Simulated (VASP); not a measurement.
Be4TeSe3:

```
Be Te Se
1.0
    -0.04191    0.01309   -6.19937
    -0.02356   -6.56500    0.01375
    -7.56208   -0.02722   -0.05084
Be Te Se
8 2 6
Direct
  0.62697 0.17931 0.48816
  0.14309 0.34542 0.23477
  0.12612 0.33731 0.75633
  0.61506 0.13723 0.00830
  0.10129 0.84556 0.50418
  0.64030 0.66787 0.76785
  0.12283 0.81714 0.00625
  0.62959 0.66646 0.23456
  0.99980 0.17079 0.98713
  0.49525 0.82809 0.50984
  0.00025 0.18429 0.51488
  0.50331 0.33269 0.24955
  0.48128 0.34252 0.73921
  0.00113 0.67909 0.74161
  0.50337 0.81975 0.01007
  0.01034 0.64649 0.24732
```

- Program: VASP 6.6.1
- Task: relaxation of cell and atoms
- Functional: PBE
- Potentials or basis: VASP PAW PBE potentials, release 64 (Be, Te, Se)
- Cutoff: 600 eV
- k mesh: 2 × 2 × 2
- Occupations: gaussian, width 0.1 eV
- Spin: no spin polarisation

At the start: pressure -0.8 GPa; volume 19.23 Å³/atom.

Where does the relaxation end?

Over 18 steps the energy falls by 70.2 meV/atom and the volume is 18.69 Å³/atom (-2.8 %); space group P1 (No. 1, to 0.1 Å) before, Pmn2_1 (No. 31, to 0.1 Å).

The path:
```csv
step,energy change (eV),largest force (eV/Å),pressure (GPa),volume (Å³)
1,0.0000,2.3466,-0.75,307.75
2,-0.7991,0.9989,-0.65,303.70
3,-0.8738,0.9262,-0.23,301.67
4,-1.0418,0.6245,-0.02,299.52
5,-1.0681,0.4444,0.22,298.26
6,-1.1043,0.1673,-0.07,299.34
7,-1.1076,0.1391,-0.18,299.78
8,-1.1158,0.0919,0.06,298.81
9,-1.1164,0.1131,0.14,298.49
10,-1.1195,0.0585,-0.01,299.13
11,-1.1202,0.0518,-0.11,299.59
12,-1.1215,0.0369,0.03,298.98
13,-1.1216,0.0409,0.05,298.87
14,-1.1222,0.0291,0.01,299.06
15,-1.1222,0.0396,-0.01,299.15
16,-1.1226,0.0262,-0.02,299.18
17,-1.1226,0.0288,-0.02,299.19
18,-1.1229,0.0142,0.02,298.99
```

Final structure:
```
CELL_PARAMETERS angstrom
-0.00005 0.00027 -6.15518
-0.00008 -6.46257 -0.00031
-7.51638 -0.00043 0.00092
ATOMIC_POSITIONS crystal
Be 0.63269 0.18757 0.49981
Be 0.13171 0.34281 0.26186
Be 0.13210 0.34253 0.73684
Be 0.60445 0.16082 0.00004
Be 0.10451 0.83895 0.50015
Be 0.63213 0.65735 0.76318
Be 0.13283 0.81248 0.00007
Be 0.63171 0.65755 0.23807
Te 0.99950 0.16531 0.99935
Te 0.49958 0.83466 0.50069
Se 0.99998 0.17455 0.49928
Se 0.49957 0.33429 0.24875
Se 0.49978 0.33408 0.75117
Se 0.99986 0.66573 0.74899
Se 0.50007 0.82529 0.00053
Se 0.99952 0.66603 0.25122
```

Caveat: the k points lie up to 0.51 Å⁻¹ apart in the final cell.
